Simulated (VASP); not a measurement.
Input of a VASP 6.6.1 run:

File INCAR:

```
ALGO = Normal ; EDIFF = 1E-6
EDIFFG = -0.04 ; ENCUT = 600
GGA = PE ; IBRION = 2
ISIF = 3 ; ISMEAR = 0
LASPH = True ; LCHARG = False
LREAL = False ; LWAVE = False
NELM = 80 ; NSW = 90
PREC = Accurate ; SIGMA = 0.1
```

KPOINTS

```
k-points
0
Gamma
  6 6 6
```

The input POSCAR:

```
TiBH
1.0
   -2.0439650400      2.1662508900      3.1830060300
    2.0439650400     -2.1662508900      3.1830060300
    2.0439650400      2.1662508900     -3.1830060300
Ti B H
2 2 2
Direct
    0.8739060100      0.1239060100      0.7500000000
    0.1260939900      0.8760939900      0.2500000000
    0.5000000000      0.5000000000      0.5000000000
    0.5000000000      0.0000000000      0.0000000000
    0.0000000000      0.5000000000      0.5000000000
    0.5000000000      0.5000000000      0.0000000000
```

Potentials or basis: VASP PAW PBE potentials, release 64 (Ti_sv, B, H).

Command:

```bash
$ cat potpaw_PBE.64/Ti_sv/POTCAR potpaw_PBE.64/B/POTCAR potpaw_PBE.64/H/POTCAR > POTCAR
$ mpirun -np 1 vasp_std > vasp.out
```

Q: Estimate the relaxed cell.

A: a = 4.131 Å, b = 4.131 Å, c = 4.131 Å, α = 116.43°, β = 121.12°, γ = 92.18°.

Q: What does it give for the relaxed volume?

A: 8.44 Å³/atom.

Stress tensor (GPa, compression positive):
```
0.22 0.00 0.00
0.00 0.22 0.00
0.00 0.00 0.04
```
